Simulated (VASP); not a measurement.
# HfGa2Te3 (P-4m2) in VASP: relaxation of cell and atoms with PBE

Aim: the relaxation of cell and atoms of HfGa2Te3 with PBE.

Everything below comes from runs of VASP 6.6.1. Logs are shortened: lines on timing, memory, paths and dates and some standing lists are left out, and cuts for length are marked.

## (1) The cell of the first run

Symmetry: P-4m2, No. 115, tetragonal system. The conventional cell has a = 4.234 Å, b = 4.234 Å, c = 8.322 Å, α = 90.00°, β = 90.00°, γ = 90.00°. Hf (site symmetry -4m2) has 8 Te at 2.99 to 3.51 Å and 4 Ga at 3.35 Å within 3.9 Å. Ga (site symmetry 2mm) has 7 Te at 2.93 to 3.35 Å and 2 Hf at 3.35 Å within 3.9 Å. Within 3.9 Å of Te (site symmetry 2mm) lie 5 Ga at 2.93 to 3.00 Å and 2 Hf at 3.51 Å and 2 Te at 3.51 Å. Within 3.9 Å of Te (site symmetry -4m2) lie 4 Hf at 2.99 Å and 4 Ga at 3.35 Å and 4 Te at 3.51 Å.

## (2) Relaxation of cell and atoms, PBE

The input, INCAR:

```
SYSTEM = HfGa2Te3
  PREC = Accurate
  ENCUT = 600
  EDIFF = 1E-7
  ISMEAR = 0
  SIGMA = 0.1
  LREAL = .FALSE.
  LASPH = .TRUE.
  NELM = 60
  ALGO = Normal
  ISIF = 3
  LWAVE = .FALSE.
  LCHARG = .FALSE.
  GGA = PE
  IBRION = 2
  NSW = 100
  EDIFFG = -0.01
```

The input, KPOINTS:

```
regular mesh
0
G
  10 10 6
  0 0 0
```

The input, POSCAR:

```
HfGa2Te3
1.0
    4.2344213077      0.0000000000      0.0000000000
    0.0000000000      4.2344213077      0.0000000000
    0.0000000000      0.0000000000      8.3221212751
Hf Ga Te
1 2 3
Direct
    0.5000000000      0.5000000000      0.0000000000
    0.5000000000      0.0000000000      0.6887316072
    0.0000000000      0.5000000000      0.3112683928
    0.5000000000      0.0000000000      0.3363154465
    0.0000000000      0.5000000000      0.6636845535
    0.0000000000      0.0000000000      0.0000000000
```

Potentials or basis: VASP PAW PBE potentials, release 64 (Hf_pv, Ga_d, Te).

Run with:

```sh
cat potpaw_PBE.64/Hf_pv/POTCAR potpaw_PBE.64/Ga_d/POTCAR potpaw_PBE.64/Te/POTCAR > POTCAR
mpirun -np 1 vasp_std > vasp.out
```

OUTCAR:

```text
SYSTEM = HfGa2Te3
   PREC = Accurate
   ENCUT = 600
   EDIFF = 1E-7
   ISMEAR = 0
   LREAL = .FALSE.
   LASPH = .TRUE.
   NELM = 60
   ISIF = 3
   GGA = PE
   IBRION = 2
   NSW = 100
   EDIFFG = -0.01

 ion  position               nearest neighbor table
   1  0.500  0.500  0.000-   6 2.99   6 2.99   6 2.99   6 2.99   3 3.35   3 3.35   2 3.35   2 3.35
                             5 3.51   5 3.51   4 3.51   4 3.51
   2  0.500  0.000  0.689-   4 2.93   5 3.00   5 3.00   5 3.00   5 3.00   1 3.35   1 3.35
   3  0.000  0.500  0.311-   5 2.93   4 3.00   4 3.00   4 3.00   4 3.00   1 3.35   1 3.35
   4  0.500  0.000  0.336-   2 2.93   3 3.00   3 3.00   3 3.00   3 3.00   1 3.51   6 3.51   6 3.51
                             1 3.51
   5  0.000  0.500  0.664-   3 2.93   2 3.00   2 3.00   2 3.00   2 3.00   6 3.51   1 3.51   6 3.51
                             1 3.51
   6  0.000  0.000  0.000-   1 2.99   1 2.99   1 2.99   1 2.99   5 3.51   5 3.51   4 3.51   4 3.51

  LATTYP: Found a simple tetragonal cell.
 ALAT       =     4.2344213077
 C/A-ratio  =     1.9653503207

  Lattice vectors:

 A1 = (   4.2344213077,   0.0000000000,   0.0000000000)
 A2 = (   0.0000000000,   4.2344213077,   0.0000000000)
 A3 = (   0.0000000000,   0.0000000000,   8.3221212751)

Analysis of symmetry for initial positions (statically):
=====================================================================
 Subroutine PRICEL returns:
 Original cell was already a primitive cell.

 Routine SETGRP: Setting up the symmetry group for a
 simple tetragonal supercell.

 Subroutine GETGRP returns: Found  8 space group operations
 (whereof  8 operations were pure point group operations)
 out of a pool of 16 trial point group operations.

The static configuration has the point symmetry D_2d.

Analysis of symmetry for dynamics (positions and initial velocities):
=====================================================================
 Subroutine PRICEL returns:
 Original cell was already a primitive cell.

 Routine SETGRP: Setting up the symmetry group for a
 simple tetragonal supercell.

 Subroutine GETGRP returns: Found  8 space group operations
 (whereof  8 operations were pure point group operations)
 out of a pool of 16 trial point group operations.

The dynamic configuration has the point symmetry D_2d.

 Subroutine INISYM returns: Found  8 space group operations
 (whereof  8 operations are pure point group operations),
 and found     1 'primitive' translations

----------------------------------------------------------------------------------------

                                     Primitive cell

  volume of cell :     149.2183

  direct lattice vectors                    reciprocal lattice vectors
     4.234421308  0.000000000  0.000000000     0.236159779  0.000000000  0.000000000
     0.000000000  4.234421308  0.000000000     0.000000000  0.236159779  0.000000000
     0.000000000  0.000000000  8.322121275     0.000000000  0.000000000  0.120161671

  length of vectors
     4.234421308  4.234421308  8.322121275     0.236159779  0.236159779  0.120161671

  position of ions in fractional coordinates (direct lattice)
     0.500000000  0.500000000  0.000000000
     0.500000000  0.000000000  0.688731607
     0.000000000  0.500000000  0.311268393
     0.500000000  0.000000000  0.336315447
     0.000000000  0.500000000  0.663684553
     0.000000000  0.000000000  0.000000000

  ion indices of the primitive-cell ions
   primitive index   ion index
                 1           1
                 2           2
                 3           3
                 4           4
                 5           5
                 6           6

----------------------------------------------------------------------------------------

 KPOINTS: regular mesh

Automatic generation of k-mesh.
 Grid dimensions read from file:
 generate k-points for:   10   10    6

 Generating k-lattice:

  Cartesian coordinates                     Fractional coordinates (reciprocal lattice)
     0.023615978  0.000000000  0.000000000     0.100000000  0.000000000  0.000000000
     0.000000000  0.023615978  0.000000000     0.000000000  0.100000000  0.000000000
     0.000000000  0.000000000  0.020026945     0.000000000  0.000000000  0.166666667

  Length of vectors
     0.023615978  0.023615978  0.020026945

  Shift w.r.t. Gamma in fractional coordinates (k-lattice)
     0.000000000  0.000000000  0.000000000

 Subroutine IBZKPT returns following result:
 ===========================================

 Found     84 irreducible k-points:

 Following reciprocal coordinates:
            Coordinates               Weight
  0.000000  0.000000  0.000000      1.000000
  0.100000  0.000000  0.000000      4.000000
  0.200000  0.000000  0.000000      4.000000
  0.300000  0.000000  0.000000      4.000000
  0.400000  0.000000  0.000000      4.000000
  0.500000  0.000000  0.000000      2.000000
[... 16 lines left out ...]
  0.100000  0.000000  0.166667      8.000000
  0.200000  0.000000  0.166667      8.000000
 [... further k-points ...]
   k-points           NKPTS =     84   k-points in BZ     NKDIM =     84   number of bands    NBANDS=     32
   number of dos      NEDOS =    301   number of ions     NIONS =      6
   total plane-waves  NPLWV =  90720
   dimension x,y,z NGX =    36 NGY =   36 NGZ =   70
   dimension x,y,z NGXF=    72 NGYF=   72 NGZF=  140
   ions per type =               1   2   3
   NGX,Y,Z   is equivalent  to a cutoff of  14.13, 14.13, 13.98 a.u.
   NGXF,Y,Z  is equivalent  to a cutoff of  28.27, 28.27, 27.97 a.u.
 SYSTEM =  HfGa2Te3
   PREC   = accura    normal or accurate (medium, high low for compatibility)
   ISTART =      0    job   : 0-new  1-cont  2-samecut
   ICHARG =      2    charge: 1-file 2-atom 10-const
   ISPIN  =      1    spin polarized calculation?
   LNONCOLLINEAR =      F non collinear calculations
   LSORBIT =      F    spin-orbit coupling
   LASPH  =      T    aspherical Exc in radial PAW
   ENCUT  =  600.0 eV  44.10 Ry    6.64 a.u.   8.46  8.46 16.62*2*pi/ulx,y,z
   NELM   =     60;   NELMIN=  2; NELMDL= -5     # of ELM steps
   EDIFF  = 0.1E-06   stopping-criterion for ELM
   LREAL  =      F    real-space projection
   EDIFFG = -.1E-01   stopping-criterion for IOM
   NSW    =    100    number of steps for IOM
   IBRION =      2    ionic relax: 0-MD 1-quasi-New 2-CG
   NFREE  =      1    steps in history (QN), initial steepest desc. (CG)
   ISIF   =      3    stress and relaxation
   ISYM   =      2    0-nonsym 1-usesym 2-fastsym
   POTIM  = 0.5000    time-step for ionic-motion
   TEBEG  =    0.0;   TEEND  =   0.0 temperature during run
   PSTRESS=    0.0 pullay stress
   NELECT =      54.0000    total number of electrons
   NUPDOWN=      -1.0000    fix difference up-down
   EMIN   =  10.00;   EMAX   =-10.00  energy-range for DOS
   EFERMI =   0.00;   METHOD = LEGACY
   ISMEAR =     0;   SIGMA  =   0.10  broadening in eV -4-tet -1-fermi 0-gaus
   EFERMI_NEDOS =   21; number of points for ismear=-14 and -15
   IALGO  =     38    algorithm
   IMIX   =      4    mixing-type and parameters
     AMIX     =   0.40;   BMIX     =  1.00
     AMIX_MAG =   1.60;   BMIX_MAG =  1.00
  volume/ion in A,a.u.               =      24.87       167.83
  Fermi-wavevector in a.u.,A,eV,Ry     =   1.166627  2.204605 18.517782  1.361019
  Thomas-Fermi vector in A             =   2.303138
   LORBIT       =      0    0 simple, 1 ext, 2 COOP (PROOUT), +10 PAW based schemes
   GGA     = PE    functional components
   LHFCALC =     F    Hartree Fock is set to
   AEXX    =    0.0000 exact exchange contribution
   IVDW    =     0    specifies the selected vdW correction
   LEPSILON=     F    determine dielectric tensor
   LRPA    =     F    only Hartree local field effects (RPA)
 conjugate gradient relaxation of ions
 non-spin polarized calculation
 Gauss-broadening in eV      SIGMA  =   0.10
  energy-cutoff  :      600.00
  volume of cell :      149.22
 maximum number of plane-waves:      5045
 NGX is ok and might be reduce to    36
   NGX = 17   NGY = 17   NGZ = 33

--------------------------------------- Ionic step        1  -------------------------------------------

 number of electron      53.9999989 magnetization

 Free energy of the ion-electron system (eV)
  ---------------------------------------------------
  ext. energy  EPLUGINS =         0.00000000
  ---------------------------------------------------
  free energy    TOTEN  =       -25.55732166 eV

  energy without entropy =      -25.54414043  energy(sigma->0) =      -25.55073104

------------------------ aborting loop because EDIFF is reached ----------------------------------------

  FORCE on cell =-STRESS in cart. coord.  units (eV):
  Direction    XX          YY          ZZ          XY          YZ          ZX
  --------------------------------------------------------------------------------------
  -------------------------------------------------------------------------------------
  Total       -0.1660063     -0.1660063     -0.1763712      0.0000000      0.0000000      0.0000000
  in kB       -1.7824326     -1.7824326     -1.8937219      0.0000000      0.0000000      0.0000000
  external PRESSURE =      -1.8195290 kB  Pullay stress =       0.0000000 kB
[... 65 lines left out ...]
  energy  without entropy=      -25.5444854021  energy(sigma->0) =      -25.55103441

--------------------------------------- Ionic step        3  -------------------------------------------

 number of electron      53.9999988 magnetization

 Free energy of the ion-electron system (eV)
  ---------------------------------------------------
  ext. energy  EPLUGINS =         0.00000000
  ---------------------------------------------------
  free energy    TOTEN  =       -25.55760496 eV

  energy without entropy =      -25.54448956  energy(sigma->0) =      -25.55104726

 E-fermi :   6.9266     XC(G=0): -10.3447

 val. band max:        6.9262831931   @ k =   0.5000   0.0000   0.1667
 cond. band min:       6.9617189733   @ k =   0.5000   0.0000   0.0000
 fundamental gap:      0.0354357802
 Fermi energy:         6.9266172153

 k-point     1 :       0.0000    0.0000    0.0000
  band No.  band energies     occupation
      1     -25.6114      2.00000
      2     -25.5922      2.00000
      3     -25.5922      2.00000
      4      -7.8857      2.00000
      5      -7.8505      2.00000
      6      -7.8493      2.00000
[... 829 lines left out ...]
     31       8.2905      0.00000
     32       8.3683      0.00000

 [... further k-points ...]
[... 5 lines left out ...]
  --------------------------------------------------------------------------------------
  -------------------------------------------------------------------------------------
  Total        0.0173206      0.0173206     -0.0095791      0.0000000      0.0000000      0.0000000
  in kB        0.1865741      0.1865741     -0.1031836      0.0000000      0.0000000      0.0000000
  external PRESSURE =       0.0899882 kB  Pullay stress =       0.0000000 kB
[... 21 lines left out ...]
  FREE ENERGIE OF THE ION-ELECTRON SYSTEM (eV)
  ---------------------------------------------------
  free  energy   TOTEN  =       -25.5576049551 eV

  energy  without entropy=      -25.5444895601  energy(sigma->0) =      -25.55104726

 reached required accuracy - stopping structural energy minimisation
```

Wall time 12 min (1 thread of Intel Xeon 6975P-C (Granite Rapids), shared host); peak memory 0.68 GiB.

Results:

- Free energy: -25.5576 eV
- Relaxed volume: 24.79 Å³/atom
- Relaxed cell: a = 4.230 Å, b = 4.230 Å, c = 8.313 Å, α = 90.00°, β = 90.00°, γ = 90.00°
- Space group after relaxing (to 0.05 Å): P-4m2 (No. 115)
- Energy gained by relaxing: 0.0 meV/atom
- Ionic steps: 3
- Pressure after relaxing: 0.0 GPa
- Largest force after relaxing: 0.010 eV/Å
- Band gap on the k mesh: zero (band 27 reaches 7.15 eV, above the bottom of band 28 at 6.40 eV)

Forces in eV/Å, atoms in the order of the input:
```
Hf   0.000  0.000  0.000
Ga   0.000  0.000  0.010
Ga   0.000  0.000 -0.010
Te   0.000  0.000 -0.009
Te   0.000  0.000  0.009
Te   0.000  0.000  0.000
```

The path:
```
step  energy change (eV)  largest force (eV/Å)  pressure (GPa)  volume (Å³)
   1              0.0000                0.0169           -0.18       149.22
   2             -0.0003                0.0101            0.05       148.61
   3             -0.0003                0.0098            0.01       148.74
```

Final structure:
```
Hf Ga Te
1.0
     4.22997    0.00000    0.00000
     0.00000    4.22997    0.00000
     0.00000    0.00000    8.31282
Hf Ga Te
1 2 3
Direct
  0.50000 0.50000 0.00000
  0.50000 0.00000 0.68877
  0.00000 0.50000 0.31123
  0.50000 0.00000 0.33624
  0.00000 0.50000 0.66376
  0.00000 0.00000 0.00000
```

Caveat: spin-orbit coupling is left out, which moves the levels of the heavy elements.
